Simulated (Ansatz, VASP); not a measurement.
SbSe5: VASP beside Ansatz

```xyz
6
Lattice="6.9669 0.0000 0.0000 0.0000 6.9669 0.0000 0.0000 0.0000 3.6077" Properties=species:S:1:pos:R:3 pbc="T T T"
Sb    0.0000    0.0000    4.8982
Se    1.1894    3.4834    1.3962
Se    5.7775    3.4834    1.3962
Se    3.4834    1.1894    1.3962
Se    3.4834    5.7775    1.3962
Se    3.4834    3.4834    0.1557
```

Alike in both runs: functional PBE; k mesh 3 × 3 × 4; occupations gaussian, width 0.2 eV; no spin polarisation.

Ansatz relaxed the structure, and its values are those at the end. VASP's run is a single point on that final structure, the one shown.

```csv
,VASP,Ansatz
version,VASP 6.6.1,Ansatz 0.2.0
potentials or method,"VASP PAW PBE potentials, release 64 (Sb, Se), cutoff 520 eV","scalar-relativistic, plane waves, PAW"
valence electrons in the cell,35,95
```

```tsv
	VASP	Ansatz	Ansatz less VASP
gap on the k mesh at the Fermi level (eV)	none	none	-
pressure (GPa)	0.1	0.1	-0.02
rms of the force components (eV/Å)	0.013	0.014	+0.0006
```

A gap of «none» marks a metal or a gap that the smearing closes. The functional is the same, so the differences come from potentials, cutoffs and numerics. VASP's potentials hold 35 valence electrons a cell and Ansatz's 95, so a difference there can come from the potentials and not from the codes.

The k mesh is coarse, so the values compare programs but aren't converged. Spin-orbit coupling is off throughout.
